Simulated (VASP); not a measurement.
# Si2N (P4_2/mnm) in VASP: notebook, part 2 of 2

VASP 6.6.1.

**4. Single point, PBEsol**

This run uses another cell than the first one, of 17.35 Å³/atom, 2.354 times its volume.

Contents of INCAR:

```
SYSTEM = Si2N
  PREC = Accurate
  ENCUT = 520
  EDIFF = 1E-6
  ISMEAR = 0
  SIGMA = 0.1
  LREAL = .FALSE.
  LASPH = .TRUE.
  NELM = 60
  ALGO = Normal
  ISIF = 2
  LWAVE = .FALSE.
  LCHARG = .TRUE.
  GGA = PS
  LELF = .TRUE.
  LVHAR = .TRUE.
  NBANDS = 22
```

Contents of KPOINTS:

```
regular mesh
0
G
  6 6 14
  0 0 0
```

Contents of POSCAR:

```
Si2N
1.0
    6.3972222948      0.0000000000      0.0000000000
    0.0000000000      6.3972222948      0.0000000000
    0.0000000000      0.0000000000      2.5435356869
Si N
4 2
Direct
    0.3504132701      0.3504132701      0.0000000000
    0.6495867299      0.6495867299      0.0000000000
    0.8504132701      0.1495867299      0.5000000000
    0.1495867299      0.8504132701      0.5000000000
    0.0000000000      0.0000000000      0.0000000000
    0.5000000000      0.5000000000      0.5000000000
```

Run with:

```bash
cat potpaw_PBE.64/Si/POTCAR potpaw_PBE.64/N/POTCAR > POTCAR
mpirun -np 1 vasp_std > vasp.out
```

Run time: 2.2 min. Hardware: 1 thread of Intel Xeon Platinum 8259CL at 2.50GHz (Skylake/Cascade Lake), shared host; peak memory 0.28 GiB.

Results (log left out):

* Free energy: -37.1446 eV
* Pressure: 0.1 GPa
* Largest force: 0.009 eV/Å
* Band gap on the k mesh: zero (band 13 reaches 6.14 eV, above the bottom of band 14 at 3.73 eV)

Forces in eV/Å, atoms in the order of the input:
```
Si   0.006  0.006  0.000
Si  -0.006 -0.006  0.000
Si   0.006 -0.006  0.000
Si  -0.006  0.006  0.000
N    0.000  0.000  0.000
N    0.000  0.000  0.000
```

Stress tensor (GPa, compression positive):
```
-0.02  0.00  0.00
 0.00 -0.02  0.00
 0.00  0.00  0.28
```

Levels at points of the mesh, in eV from the Fermi level:
```csv
k point,band 11,band 12,band 13,band 14,band 15,band 16
"(0.00, 0.00, 0.00)",-3.19,-1.95,-1.95,1.62,1.98,1.98
"(0.50, 0.00, 0.00)",-2.94,-2.94,-1.41,-1.41,2.57,2.57
"(0.50, 0.50, 0.00)",-2.15,-2.15,-0.67,-0.67,1.17,1.17
"(0.00, 0.00, 0.50)",-1.57,-1.57,0.08,0.08,0.43,0.43
"(0.50, 0.00, 0.50)",-1.09,-1.09,-0.44,-0.44,1.98,1.98
"(0.50, 0.50, 0.50)",-0.81,-0.81,-0.51,-0.51,-0.04,-0.04
```

Caveat: the PAW data sets were made with another functional, which shifts forces and pressure a little.

**5. Relaxation of cell and atoms, PBEsol**

Contents of INCAR:

```
SYSTEM = Si2N
ALGO     = Normal         ! electronic algorithm
EDIFF    = 1E-6           ! SCF threshold, eV
EDIFFG   = -0.05          ! ionic threshold
ENCUT    = 600            ! plane-wave cutoff, eV
GGA      = PS             ! functional
IBRION   = 2              ! ionic algorithm
ISIF     = 3              ! what is computed and relaxed
ISMEAR   = 0              ! smearing method
LASPH    = .True.         ! aspherical terms in the spheres
LCHARG   = .False.        ! write CHGCAR
LREAL    = .False.        ! projectors in reciprocal space
LWAVE    = .False.        ! write WAVECAR
NELM     = 60             ! most SCF steps
NSW      = 80             ! ionic steps
PREC     = Accurate       ! precision mode
SIGMA    = 0.1            ! smearing width, eV
```

Contents of KPOINTS:

```
k-points
0
Gamma
  6 6 8
  0 0 0
```

Contents of POSCAR:

```
Si2N
1.0
    4.1706435947      0.0000000000      0.0000000000
    0.0000000000      4.1706435947      0.0000000000
    0.0000000000      0.0000000000      2.5418639371
Si N
4 2
Direct
    0.2954633019      0.2954633019      0.0000000000
    0.7045366981      0.7045366981      0.0000000000
    0.7954633019      0.2045366981      0.5000000000
    0.2045366981      0.7954633019      0.5000000000
    0.0000000000      0.0000000000      0.0000000000
    0.5000000000      0.5000000000      0.5000000000
```

Run with:

```bash
cat potpaw_PBE.64/Si/POTCAR potpaw_PBE.64/N/POTCAR > POTCAR
mpirun -np 1 vasp_std > vasp.out
```

Wall time 15 min (1 thread of Intel Xeon Platinum 8259CL at 2.50GHz (Skylake/Cascade Lake), shared host); peak memory 0.19 GiB.

It converged, with:

```
Free energy                            : -36.2356 eV
Relaxed volume                         : 14.74 Å³/atom
Relaxed cell                           : a = 5.894 Å, b = 5.894 Å, c = 2.545 Å, α = 90.00°, β = 90.00°, γ = 90.00°
Space group after relaxing (to 0.05 Å) : P4_2/mnm (No. 136)
Energy gained by relaxing              : 1640.8 meV/atom
Ionic steps                            : 40
Pressure after relaxing                : 0.0 GPa
Largest force after relaxing           : 0.025 eV/Å
Band gap on the k mesh                 : zero (band 13 reaches 7.51 eV, above the bottom of band 14 at 5.17 eV)
```

Forces on the atoms (eV/Å):
```
Si  -0.018 -0.018  0.000
Si   0.018  0.018  0.000
Si  -0.018  0.018  0.000
Si   0.018 -0.018  0.000
N    0.000  0.000  0.000
N    0.000  0.000  0.000
```

Stress tensor (GPa, compression positive):
```
-0.19  0.00  0.00
 0.00 -0.19  0.00
 0.00  0.00  0.52
```

The path:
| step | energy change (eV) | largest force (eV/Å) | pressure (GPa) | volume (Å³) |
| --- | --- | --- | --- | --- |
| 1 | 0.0000 | 1.9825 | 149.94 | 44.21 |
| 2 | -5.9233 | 0.2372 | -24.94 | 104.31 |
| 3 | -9.2610 | 0.1559 | -1.44 | 72.34 |
| 4 | -9.2613 | 0.1734 | -0.37 | 71.69 |
| 5 | -9.3292 | 0.0524 | -0.57 | 71.17 |
| 6 | -9.3750 | 0.1030 | -0.38 | 70.33 |
| 7 | -9.1996 | 0.3905 | 2.39 | 68.39 |
| 8 | -9.3856 | 0.1418 | -0.21 | 70.09 |
| 9 | -9.3638 | 0.2865 | 0.75 | 69.21 |
| 10 | -9.3920 | 0.1759 | -0.06 | 69.89 |
| 11 | -9.3932 | 0.2125 | 0.14 | 69.67 |
| 12 | -9.3936 | 0.1977 | 0.05 | 69.76 |
| 13 | -9.4043 | 0.2196 | 0.14 | 69.75 |
| 14 | -9.4235 | 0.2677 | 0.82 | 69.71 |
| 15 | -9.4276 | 0.2646 | 0.84 | 69.76 |
| 16 | -9.4397 | 0.2524 | 0.89 | 69.90 |
| 17 | -9.4620 | 0.2148 | 1.09 | 70.18 |
| 18 | -9.4948 | 0.0836 | 2.01 | 70.74 |
| 19 | -9.4629 | 0.4356 | 6.18 | 71.87 |
| 20 | -9.5020 | 0.0251 | 2.79 | 71.04 |
| 21 | -9.5169 | 0.0063 | 1.15 | 72.34 |
| 22 | -9.5223 | 0.0327 | -0.35 | 73.83 |
| 23 | -9.5279 | 0.0705 | -0.41 | 74.28 |
| 24 | -9.5439 | 0.1938 | -0.38 | 75.62 |
| 25 | -9.6054 | 0.4182 | 0.59 | 78.27 |
| 26 | -9.7377 | 0.2905 | 4.29 | 83.50 |
| 27 | -9.7385 | 0.2802 | 4.30 | 83.58 |
| 28 | -9.7401 | 0.2478 | 4.31 | 83.84 |
| 29 | -9.7405 | 0.1752 | 4.35 | 84.35 |
| 30 | -9.7409 | 0.2052 | 4.33 | 84.14 |
| 31 | -9.7427 | 0.2048 | 4.29 | 84.19 |
| 32 | -9.7480 | 0.2030 | 4.13 | 84.31 |
| 33 | -9.7583 | 0.1989 | 3.82 | 84.56 |
| 34 | -9.7768 | 0.1901 | 3.21 | 85.06 |
| 35 | -9.8064 | 0.1712 | 2.04 | 86.07 |
| 36 | -9.8371 | 0.1417 | -0.09 | 88.10 |
| 37 | -9.8398 | 0.1377 | -0.79 | 88.86 |
| 38 | -9.8398 | 0.1374 | -0.88 | 88.97 |
| 39 | -9.8418 | 0.0971 | -0.66 | 88.83 |
| 40 | -9.8448 | 0.0251 | 0.05 | 88.43 |

Final structure:
```
Si N
1.0
     5.89415    0.00000    0.00000
     0.00000    5.89415    0.00000
     0.00000    0.00000    2.54532
Si N
4 2
Direct
  0.33962 0.33962 0.00000
  0.66038 0.66038 0.00000
  0.83962 0.16038 0.50000
  0.16038 0.83962 0.50000
  0.00000 0.00000 0.00000
  0.50000 0.50000 0.50000
```

Levels at points of the mesh, in eV from the Fermi level:
| k point | band 10 | band 11 | band 12 | band 13 | band 14 | band 15 | band 16 | band 17 |
| --- | --- | --- | --- | --- | --- | --- | --- | --- |
| (0.00, 0.00, 0.00) | -3.28 | -3.24 | -0.87 | -0.87 | 2.51 | 2.51 | 3.06 | 3.21 |
| (0.50, 0.00, 0.00) | -3.26 | -2.52 | -2.52 | -1.45 | -1.45 | 3.53 | 3.53 | 5.14 |
| (0.50, 0.50, 0.00) | -3.26 | -1.31 | -1.31 | -0.38 | -0.38 | 1.46 | 1.46 | 4.65 |
| (0.00, 0.00, 0.50) | -1.76 | -1.73 | -1.73 | 0.15 | 0.15 | 0.52 | 0.52 | 1.44 |
| (0.50, 0.00, 0.50) | -3.05 | -1.38 | -1.38 | 0.19 | 0.19 | 2.36 | 2.36 | 2.69 |
| (0.50, 0.50, 0.50) | -1.69 | -0.60 | -0.60 | -0.49 | -0.49 | -0.26 | -0.26 | 3.76 |

Caveat: the volume moved by over 15 % at a fixed basis, so the end points are rough; the PAW data sets were made with another functional, which shifts forces and pressure a little; the relaxation stopped at a loose force limit of 0.05 eV/Å, so its end isn't a converged minimum.

**6. Overview**

| task | cell | k mesh | cutoff (eV) | gap on the mesh (eV) | pressure (GPa) | largest force (eV/Å) |
| --- | --- | --- | --- | --- | --- | --- |
| single point | a = 4.171, b = 4.171, c = 2.542 Å, 6 atoms | 4 × 4 × 8 | 520 | none | 148.3 | 1.93 |
| single point | a = 6.382, b = 6.382, c = 2.558 Å, 6 atoms | 6 × 6 × 8 | 520 | none | 0.2 | 0.02 |
| single point | a = 6.397, b = 6.397, c = 2.544 Å, 6 atoms | 6 × 6 × 14 | 520 | none | 0.1 | 0.01 |
| relaxation of cell and atoms | relaxed from a = 4.171, b = 4.171, c = 2.542 Å, 6 atoms | 6 × 6 × 8 | 600 | none | 0.0 | 0.03 |

Alike in all rows: level PBEsol; potentials or basis VASP PAW PBE potentials, release 64 (Si, N); no spin polarisation; smearing gaussian 0.1 eV.

Caveats: some runs use coarse meshes; the PAW data sets were made with another functional, which shifts forces and pressure a little; the volume moved by over 15 % at a fixed basis, so the end points are rough (some runs); the relaxation stopped at a loose force limit of 0.05 eV/Å, so its end isn't a converged minimum (some runs).

Total energies depend on the potentials used, so only differences within one code and one set of settings carry meaning.
